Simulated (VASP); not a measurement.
A run of VASP 6.6.1:

Contents of INCAR:

```
  ALGO = Normal
  EDIFF = 1E-7
  ENCUT = 520
  GGA = PE
  ISIF = 2
  ISMEAR = 0
  LASPH = True
  LCHARG = False
  LREAL = False
  LWAVE = False
  NBANDS = 23
  NELM = 80
  PREC = Accurate
  SIGMA = 0.1
```

KPOINTS

```
k-points
0
Gamma
  6 6 6
```

The input POSCAR:

```
NaLu
1.0
    0.0000000000      2.7678467500      2.7678467500
    2.7678467500      0.0000000000      2.7678467500
    2.7678467500      2.7678467500      0.0000000000
Na Lu
1 1
Direct
    0.5000000000      0.5000000000      0.5000000000
    0.0000000000      0.0000000000      0.0000000000
```

Potentials or basis: VASP PAW PBE potentials, release 64 (Na_pv, Lu).

Command:

```bash
$ cat potpaw_PBE.64/Na_pv/POTCAR potpaw_PBE.64/Lu/POTCAR > POTCAR
$ mpirun -np 1 vasp_std > vasp.out
```

Hardware: 1 thread of Intel Xeon 6975P-C, on a shared host.

Problem. How long does it take, and how much memory?

Solution. It took 19 s on 1 thread of Intel Xeon 6975P-C (shared host), peak memory 0.18 GiB. Counts: scf iterations 14, k points 16.
